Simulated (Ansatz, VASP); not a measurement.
# Hf9CrW6: VASP beside Ansatz

```xyz
16
Lattice="6.4045 0.0204 0.0360 0.0204 6.6335 0.0404 0.0360 0.0404 6.9352" Properties=species:S:1:pos:R:3 pbc="T T T"
Cr    6.4181    3.3805    3.2414
Hf    0.0703    6.6287    0.1023
Hf    3.2180    6.6213    0.1910
Hf    0.0377    3.3370    0.1860
Hf    0.0598    6.6033    3.3628
Hf    3.1986    3.3355    0.1294
Hf    3.2124    6.6493    3.4865
Hf    1.5352    1.9141    4.9939
Hf    4.9219    1.8870    5.0831
Hf    4.9611    4.8522    5.0623
W     1.5858    1.7492    1.9633
W     4.8280    1.7501    1.8516
W     1.6070    4.9015    1.9040
W     3.2006    3.3840    3.4173
W     4.8297    4.8803    1.9996
W     1.6167    4.8744    5.2544
```

Alike in both runs: task single point; functional PBEsol; k mesh 3 × 3 × 3; occupations gaussian, width 0.1 eV; no spin polarisation.

```csv
,VASP,Ansatz
version,VASP 6.6.1,Ansatz 0.2.0
potentials or method,"VASP PAW PBE potentials, release 64 (Cr_pv, Hf_pv, W_sv), cutoff 520 eV","scalar-relativistic, plane waves, PAW"
valence electrons in the cell,186,332
```

```tsv
	VASP	Ansatz	Ansatz less VASP
gap on the k mesh at the Fermi level (eV)	none	none	-
pressure (GPa)	-0.7	-0.4	+0.28
traceless stress, the component that is largest in VASP (GPa)	1.06	1.03	-0.031
rms of the force components (eV/Å)	0.237	0.240	+0.0033
```

VASP's potentials were made for PBE, not for PBEsol. Atom by atom the forces differ by 0.015 eV/Å (rms over components). A gap of «none» marks a metal or a gap that the smearing closes. The functional is the same, so the differences come from potentials, cutoffs and numerics. VASP's potentials hold 186 valence electrons a cell and Ansatz's 332, so a difference there can come from the potentials and not from the codes.

Spin-orbit coupling is off throughout.
